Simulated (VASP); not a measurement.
Ti, 3 atoms in the cell. The structure is hexagonal, space group P6/mmm (No. 191). The conventional cell has a = 4.360 Å, b = 4.360 Å, c = 2.707 Å, α = 90.00°, β = 90.00°, γ = 120.00°. Ti (site symmetry 6/mmm) has 14 Ti at 2.71 to 2.86 Å within 3.6 Å. Within 3.3 Å of Ti (site symmetry -6m2) lie 11 Ti at 2.52 to 2.86 Å. This isn't the form of Ti at room conditions, which is hcp.

```yaml
Program: VASP 6.6.1
Task: relaxation of cell and atoms
Functional: r2SCAN
Potentials_or_basis: VASP PAW PBE potentials, release 64 (Ti_sv)
Cutoff: 600 eV
k_mesh: 12 × 12 × 16
Occupations: gaussian, width 0.1 eV
Spin: no spin polarisation
Target_pressure: 20 GPa
Dipole_correction: no
Further_INCAR_settings: ALGO = Normal; EDIFF = 1e-06; IBRION = 2; EDIFFG = -0.008; NSW = 70; ISIF = 3
```

Potentials or basis: VASP PAW PBE potentials, release 64 (Ti_sv).

Command:

```bash
$ cat potpaw_PBE.64/Ti_sv/POTCAR > POTCAR
$ cp INCAR.step1 INCAR
$ mpirun -np 1 vasp_std > vasp.out
$ cp INCAR.step2 INCAR
$ mpirun -np 1 vasp_std > vasp.out
```

Hardware: 1 thread of Oxide Virtual Turin-like Processor (shared host).

Q: How long does it take, and how much memory?

A: Wall time 94 min on 1 thread of Oxide Virtual Turin-like Processor (shared host), peak memory 0.27 GiB. Counts: k points 171, ion steps 5.
